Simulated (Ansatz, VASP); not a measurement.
## CdI2: VASP beside Ansatz

```
CELL_PARAMETERS angstrom
4.45620 0.00000 0.00000
-2.22810 3.85918 0.00000
0.00000 0.00000 6.85900
ATOMIC_POSITIONS crystal
Cd 0.00000 0.00000 0.00000
I 0.33333 0.66667 0.24920
I 0.66667 0.33333 0.75080
```

Change from the starting cell: strain +0.050 along x and y, +0.000 along z, atoms carried along.

Alike in both runs: task single point; functional PBE; dispersion D3(BJ); k mesh 9 × 9 × 4; occupations gaussian, width 0.05 eV; no spin polarisation.

|  | VASP | Ansatz |
| --- | --- | --- |
| version | VASP 6.6.1 | Ansatz 0.2.0 |
| potentials or method | VASP PAW PBE potentials, release 64 (Cd, I), cutoff 500 eV | scalar-relativistic, plane waves, PAW |
| valence electrons in the cell | 26 | 54 |

VASP gave:

* gap on the k mesh at the Fermi level (eV): 1.99
* least direct gap on the mesh (eV): 1.99
* pressure (GPa): -2.4
* traceless stress, the component that is largest in VASP (GPa): 0.82
* rms of the force components (eV/Å): 0.112

Estimate Ansatz's values.

gap on the k mesh at the Fermi level (eV): 2.01; least direct gap on the mesh (eV): 2.01; pressure (GPa): -2.4; traceless stress, the component that is largest in VASP (GPa): 0.83; rms of the force components (eV/Å): 0.119.

Atom by atom the forces differ by 0.007 eV/Å (rms over components). VASP's potentials hold 26 valence electrons a cell and Ansatz's 54, so a difference there can come from the potentials and not from the codes.

Spin-orbit coupling is off throughout.
